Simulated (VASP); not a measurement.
MgO:

```
Mg O
1.0
     0.00000    2.28201    2.28201
     2.28201    0.00000    2.28201
     2.28201    2.28201    0.00000
Mg O
1 1
Direct
  0.00000 0.00000 0.00000
  0.25000 0.25000 0.25000
```

Base run:

```yaml
Program: VASP 6.6.1
Functional: PBE0
Potentials_or_basis: VASP PAW PBE potentials, release 64 (Mg, O)
Cutoff: 520 eV
k_mesh: 6 × 6 × 6
Occupations: gaussian, width 0.01 eV
Spin: no spin polarisation
```

Its results: band gap on the k mesh 5.97 eV; pressure -0.2 GPa.

Task: After a change of settings the same cell gave: band gap on the k mesh 3.64 eV; pressure 3.5 GPa. Which change was it?
A. functional from PBE0 to r2SCAN
B. functional from PBE0 to PBE
C. functional from PBE0 to HSE06

Result: B.

Caveats: the PAW data sets were made with another functional, which shifts forces and pressure a little (at least some runs); the cell stands under pressure (at least some runs).
